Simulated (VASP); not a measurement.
# Pd (I4/mmm) in VASP: notebook

The runs below take Pd through single point, with PBE.

All numbers are computed with VASP 6.6.1; they aren't measurements. Logs are shortened: lines on timing, memory, paths and dates and some standing lists are left out, and cuts for length are marked.

**1. The cell of the first run**

Symmetry: I4/mmm, No. 139, tetragonal system. The conventional cell has a = 2.588 Å, b = 2.588 Å, c = 4.393 Å, α = 90.00°, β = 90.00°, γ = 90.00°. Within 3.4 Å of Pd (site symmetry 4/mmm) lie 12 Pd at 2.59 to 2.86 Å.

**2. Single point, PBE**

File INCAR:

```
SYSTEM = Pd
PREC = Accurate ; ENCUT = 520
EDIFF = 1E-7 ; ISMEAR = 0
SIGMA = 0.15 ; LREAL = .FALSE.
LASPH = .TRUE. ; NELM = 60
ALGO = Fast ; ISIF = 2
LWAVE = .FALSE. ; LCHARG = .FALSE.
GGA = PE ; NBANDS = 11
```

File KPOINTS:

```
Automatic mesh
0
G
  24 24 24
  0 0 0
```

File POSCAR:

```
Pd
1.0
    0.0000000000      1.8302209726      2.1962651671
    1.8302209726      0.0000000000      2.1962651671
    1.8302209726      1.8302209726      0.0000000000
Pd
1
Direct
    0.0000000000      0.0000000000      0.0000000000
```

Potentials or basis: VASP PAW PBE potentials, release 64 (Pd).

On the command line:

```
> cat potpaw_PBE.64/Pd/POTCAR > POTCAR
> mpirun -np 1 vasp_std > vasp.out
```

OUTCAR:

```text
SYSTEM = Pd
   PREC = Accurate
   ENCUT = 520
   EDIFF = 1E-7
   ISMEAR = 0
   LREAL = .FALSE.
   LASPH = .TRUE.
   NELM = 60
   ISIF = 2
   GGA = PE

 ion  position               nearest neighbor table
   1  0.000  0.000  0.000-

  LATTYP: Found a body centered tetragonal cell.
 ALAT       =     2.5883233216
 C/A-ratio  =     1.6970562748

  Lattice vectors:

 A1 = (  -1.8302209726,   0.0000000000,   2.1962651671)
 A2 = (   1.8302209726,   0.0000000000,   2.1962651671)
 A3 = (   0.0000000000,   1.8302209726,  -2.1962651671)

Analysis of symmetry for initial positions (statically):
=====================================================================
 Subroutine PRICEL returns:
 Original cell was already a primitive cell.

 Routine SETGRP: Setting up the symmetry group for a
 body centered tetragonal supercell.

 Subroutine GETGRP returns: Found 16 space group operations
 (whereof 16 operations were pure point group operations)
 out of a pool of 16 trial point group operations.

The static configuration has the point symmetry D_4h.

Analysis of symmetry for dynamics (positions and initial velocities):
=====================================================================
 Subroutine PRICEL returns:
 Original cell was already a primitive cell.

 Routine SETGRP: Setting up the symmetry group for a
 body centered tetragonal supercell.

 Subroutine GETGRP returns: Found 16 space group operations
 (whereof 16 operations were pure point group operations)
 out of a pool of 16 trial point group operations.

The dynamic configuration has the point symmetry D_4h.

 Subroutine INISYM returns: Found 16 space group operations
 (whereof 16 operations are pure point group operations),
 and found     1 'primitive' translations

----------------------------------------------------------------------------------------

                                     Primitive cell

  volume of cell :      14.7137

  direct lattice vectors                    reciprocal lattice vectors
     0.000000000  1.830220973  2.196265167    -0.273191056  0.273191056  0.227659213
     1.830220973  0.000000000  2.196265167     0.273191056 -0.273191056  0.227659213
     1.830220973  1.830220973  0.000000000     0.273191056  0.273191056 -0.227659213

  length of vectors
     2.858896552  2.858896552  2.588323322     0.448436644  0.448436644  0.448436644

  position of ions in fractional coordinates (direct lattice)
     0.000000000  0.000000000  0.000000000

  ion indices of the primitive-cell ions
   primitive index   ion index
                 1           1

----------------------------------------------------------------------------------------

 KPOINTS: Automatic mesh

Automatic generation of k-mesh.
 Grid dimensions read from file:
 generate k-points for:   24   24   24

 Generating k-lattice:

  Cartesian coordinates                     Fractional coordinates (reciprocal lattice)
    -0.011382961  0.011382961  0.009485801     0.041666667  0.000000000  0.000000000
     0.011382961 -0.011382961  0.009485801     0.000000000  0.041666667  0.000000000
     0.011382961  0.011382961 -0.009485801     0.000000000  0.000000000  0.041666667

  Length of vectors
     0.018684860  0.018684860  0.018684860

  Shift w.r.t. Gamma in fractional coordinates (k-lattice)
     0.000000000  0.000000000  0.000000000

 Subroutine IBZKPT returns following result:
 ===========================================

 Found   1063 irreducible k-points:

 Following reciprocal coordinates:
            Coordinates               Weight
  0.000000  0.000000  0.000000      1.000000
  0.041667  0.000000  0.000000      8.000000
  0.083333  0.000000  0.000000      8.000000
  0.125000  0.000000  0.000000      8.000000
  0.166667  0.000000  0.000000      8.000000
  0.208333  0.000000  0.000000      8.000000
[... 16 lines left out ...]
  0.416667  0.041667  0.000000      8.000000
  0.458333  0.041667  0.000000      8.000000
 [... further k-points ...]
   k-points           NKPTS =   1063   k-points in BZ     NKDIM =   1063   number of bands    NBANDS=     11
   number of dos      NEDOS =    301   number of ions     NIONS =      1
   total plane-waves  NPLWV =  11520
   dimension x,y,z NGX =    24 NGY =   24 NGZ =   20
   dimension x,y,z NGXF=    48 NGYF=   48 NGZF=   40
   ions per type =               1
   NGX,Y,Z   is equivalent  to a cutoff of  13.96, 13.96, 12.85 a.u.
   NGXF,Y,Z  is equivalent  to a cutoff of  27.91, 27.91, 25.69 a.u.
 SYSTEM =  Pd
   PREC   = accura    normal or accurate (medium, high low for compatibility)
   ISTART =      0    job   : 0-new  1-cont  2-samecut
   ICHARG =      2    charge: 1-file 2-atom 10-const
   ISPIN  =      1    spin polarized calculation?
   LNONCOLLINEAR =      F non collinear calculations
   LSORBIT =      F    spin-orbit coupling
   LASPH  =      T    aspherical Exc in radial PAW
   ENCUT  =  520.0 eV  38.22 Ry    6.18 a.u.   5.32  5.32  4.81*2*pi/ulx,y,z
   NELM   =     60;   NELMIN=  2; NELMDL= -5     # of ELM steps
   EDIFF  = 0.1E-06   stopping-criterion for ELM
   LREAL  =      F    real-space projection
   EDIFFG = 0.1E-05   stopping-criterion for IOM
   NSW    =      0    number of steps for IOM
   IBRION =     -1    ionic relax: 0-MD 1-quasi-New 2-CG
   NFREE  =      0    steps in history (QN), initial steepest desc. (CG)
   ISIF   =      2    stress and relaxation
   ISYM   =      2    0-nonsym 1-usesym 2-fastsym
   POTIM  = 0.5000    time-step for ionic-motion
   TEBEG  =    0.0;   TEEND  =   0.0 temperature during run
   PSTRESS=    0.0 pullay stress
   NELECT =      10.0000    total number of electrons
   NUPDOWN=      -1.0000    fix difference up-down
   EMIN   =  10.00;   EMAX   =-10.00  energy-range for DOS
   EFERMI =   0.00;   METHOD = LEGACY
   ISMEAR =     0;   SIGMA  =   0.15  broadening in eV -4-tet -1-fermi 0-gaus
   EFERMI_NEDOS =   21; number of points for ismear=-14 and -15
   IALGO  =     68    algorithm
   IMIX   =      4    mixing-type and parameters
     AMIX     =   0.40;   BMIX     =  1.00
     AMIX_MAG =   1.60;   BMIX_MAG =  1.00
  volume/ion in A,a.u.               =      14.71        99.29
  Fermi-wavevector in a.u.,A,eV,Ry     =   1.439354  2.719984 28.187725  2.071739
  Thomas-Fermi vector in A             =   2.558219
   LORBIT       =      0    0 simple, 1 ext, 2 COOP (PROOUT), +10 PAW based schemes
   GGA     = PE    functional components
   LHFCALC =     F    Hartree Fock is set to
   AEXX    =    0.0000 exact exchange contribution
   IVDW    =     0    specifies the selected vdW correction
   LEPSILON=     F    determine dielectric tensor
   LRPA    =     F    only Hartree local field effects (RPA)
 non-spin polarized calculation
 RMM-DIIS sequential band-by-band and
 Gauss-broadening in eV      SIGMA  =   0.15
  energy-cutoff  :      520.00
  volume of cell :       14.71
 maximum number of plane-waves:       409
 NGX is ok and might be reduce to    24
   NGX = 11   NGY = 11   NGZ =  9

 number of electron      10.0000002 magnetization

 Free energy of the ion-electron system (eV)
  ---------------------------------------------------
  ext. energy  EPLUGINS =         0.00000000
  ---------------------------------------------------
  free energy    TOTEN  =        -5.12774910 eV

  energy without entropy =       -5.10835377  energy(sigma->0) =       -5.11805144

 E-fermi :   9.8154     XC(G=0): -13.1878

 val. band max:        9.8150747752   @ k =   0.4583   0.0417   0.0833
 cond. band min:       9.8162711574   @ k =  -0.4167   0.1250   0.2500
 fundamental gap:      0.0011963822
 Fermi energy:         9.8154308781

 k-point     1 :       0.0000    0.0000    0.0000
  band No.  band energies     occupation
      1       2.6837      2.00000
      2       5.8382      2.00000
      3       7.5044      2.00000
      4       7.7296      2.00000
      5       7.7296      2.00000
      6       9.4442      1.99954
      7      27.5592      0.00000
      8      29.1031      0.00000
      9      33.2375      0.00000
     10      33.2375      0.00000
     11      36.9513      0.00000

 k-point     2 :       0.0417    0.0000    0.0000
  band No.  band energies     occupation
      1       2.7484      2.00000
      2       5.8609      2.00000
      3       7.5076      2.00000
      4       7.7044      2.00000
      5       7.7494      2.00000
      6       9.4195      1.99981
      7      27.6185      0.00000
      8      29.1165      0.00000
      9      32.7695      0.00000
     10      33.3126      0.00000
     11      37.2650      0.00000

 k-point     3 :       0.0833    0.0000    0.0000
  band No.  band energies     occupation
      1       2.9383      2.00000
      2       5.9259      2.00000
      3       7.4779      2.00000
      4       7.6788      2.00000
      5       7.8065      2.00000
      6       9.3493      1.99999
      7      27.7651      0.00000
      8      29.0805      0.00000
      9      31.8940      0.00000
     10      33.5275      0.00000
     11      36.6094      0.00000

 k-point     4 :       0.1250    0.0000    0.0000
  band No.  band energies     occupation
      1       3.2396      2.00000
      2       6.0260      2.00000
      3       7.3485      2.00000
      4       7.7495      2.00000
      5       7.8931      2.00000
      6       9.2457      2.00000
      7      27.8619      0.00000
      8      28.7522      0.00000
      9      31.3199      0.00000
     10      33.8502      0.00000
     11      35.3972      0.00000
[... 239 lines left out ...]
 k-point    22 :       0.3750    0.0417    0.0000
  band No.  band energies     occupation
      1       4.6733      2.00000
      2       6.2735      2.00000
      3       7.9568      2.00000
      4       8.4181      2.00000
      5       9.3789      1.99996
      6       9.5019      1.99688
      7      20.7254      0.00000
      8      26.0699      0.00000
      9      31.8789      0.00000
     10      33.1880      0.00000
     11      34.2386      0.00000

 k-point    23 :       0.4167    0.0417    0.0000
  band No.  band energies     occupation
      1       4.6434      2.00000
      2       6.2158      2.00000
      3       7.8561      2.00000
      4       9.1255      2.00000
      5       9.4786      1.99850
      6      10.0223      0.05112
      7      19.3266      0.00000
      8      25.5922      0.00000
      9      31.3276      0.00000
     10      33.0296      0.00000
     11      34.5400      0.00000

 k-point    24 :       0.4583    0.0417    0.0000
  band No.  band energies     occupation
      1       4.6051      2.00000
      2       6.1859      2.00000
      3       7.7761      2.00000
      4       9.5449      1.98925
      5       9.5515      1.98715
      6      10.6878      0.00000
      7      18.1714      0.00000
      8      25.2490      0.00000
      9      30.8650      0.00000
     10      32.9571      0.00000
     11      34.7429      0.00000

 [... further k-points ...]

------------------------ aborting loop because EDIFF is reached ----------------------------------------

  FORCE on cell =-STRESS in cart. coord.  units (eV):
  Direction    XX          YY          ZZ          XY          YZ          ZX
  --------------------------------------------------------------------------------------
  -------------------------------------------------------------------------------------
  Total        1.5705653      1.5705653     -0.2674744      0.0000000      0.0000000      0.0000000
  in kB      171.0191599    171.0191599    -29.1253397      0.0000000      0.0000000      0.0000000
  external PRESSURE =     104.3043267 kB  Pullay stress =       0.0000000 kB

 VOLUME and BASIS-vectors are now :
 -----------------------------------------------------------------------------
  energy-cutoff  :      520.00
  volume of cell :       14.71
      direct lattice vectors                 reciprocal lattice vectors
     0.000000000  1.830220973  2.196265167    -0.273191056  0.273191056  0.227659213
     1.830220973  0.000000000  2.196265167     0.273191056 -0.273191056  0.227659213
     1.830220973  1.830220973  0.000000000     0.273191056  0.273191056 -0.227659213

 POSITION                                       TOTAL-FORCE (eV/Angst)
 -----------------------------------------------------------------------------------
      0.00000      0.00000      0.00000         0.000000      0.000000      0.000000
 -----------------------------------------------------------------------------------
    total drift:                                0.000000      0.000000     -0.000000

  FREE ENERGIE OF THE ION-ELECTRON SYSTEM (eV)
  ---------------------------------------------------
  free  energy   TOTEN  =        -5.1277491049 eV

  energy  without entropy=       -5.1083537683  energy(sigma->0) =       -5.11805144
```

It took 64 s on 1 thread of Intel Xeon 6975P-C (Granite Rapids), shared host; peak memory 0.28 GiB.

Results:

```yaml
Free_energy: -5.1277 eV
Pressure: 10.4 GPa
Band_gap_on_the_k_mesh: zero (band 5 reaches 10.87 eV, above the bottom of band 6 at 8.63 eV)
```

(Part 1 of 2 ends here.)
